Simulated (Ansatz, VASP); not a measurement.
Given: the input of a run of VASP 6.6.1 on SnTe.

INCAR

```
SYSTEM = SnTe
PREC = Accurate
ENCUT = 520
EDIFF = 1E-6
ISMEAR = 0
SIGMA = 0.020999999999999998
LREAL = .False.
LASPH = .True.
NELM = 100
ALGO = Normal
ISIF = 2
LWAVE = .False.
LCHARG = .True.
GGA = PE
LELF = .True.
LVHAR = .True.
NBANDS = 17
```

Contents of KPOINTS:

```
Automatic mesh
0
Gamma
  7 7 7
  0 0 0
```

POSCAR

```
SnTe
1.0
    0.0000000000      3.1508500000      3.1508500000
    3.1508500000      0.0000000000      3.1508500000
    3.1508500000      3.1508500000      0.0000000000
Te Sn
1 1
Direct
    0.5000000000      0.5000000000      0.5000000000
    0.0000000000      0.0000000000      0.0000000000
```

Potentials or basis: VASP PAW PBE potentials, release 64 (Te, Sn_d).

Run with:

```console
$ cat potpaw_PBE.64/Te/POTCAR potpaw_PBE.64/Sn_d/POTCAR > POTCAR
$ mpirun -np 1 vasp_std > vasp.out
```

Q: Set up the same calculation for Ansatz 0.2.0. Potentials there: all-electron LAPW, scalar-relativistic.

A: As run (the cutoff follows the program's own potentials):

Contents of input.yaml:

```yaml
crystal:
  lattice:
    - [0.0, 3.15085, 3.15085]
    - [3.15085, 0.0, 3.15085]
    - [3.15085, 3.15085, 0.0]
  atoms:
    - { symbol: Te, position: [0.5, 0.5, 0.5] }
    - { symbol: Sn, position: [0.0, 0.0, 0.0] }
kpoints:
  mp_grid: { grid: [7, 7, 7] }
scf:
  occupations: { method: gaussian, width: 0.021 }
hamiltonian:
  xc: pbe
  pseudopotentials: { kind: all_electron, lapw: { basis_error: 0.001 } }
output:
  forces: true
  stress: true
  eigenvalues: true
```

Potentials or basis: all-electron LAPW, scalar-relativistic.

Run with:

```bash
$ ansatz run input.yaml --threads 1 --pin off --max-ram 3072MiB --backend cpu --events-out ev --progress --plain --runs-dir out
```

Both were run:

|  | VASP | Ansatz | Ansatz less VASP |
| --- | --- | --- | --- |
| pressure (GPa) | 2.2 | 2.2 | +0.07 |

Ansatz ran all-electron here, and VASP with PAW potentials.

Spin-orbit coupling is off throughout.
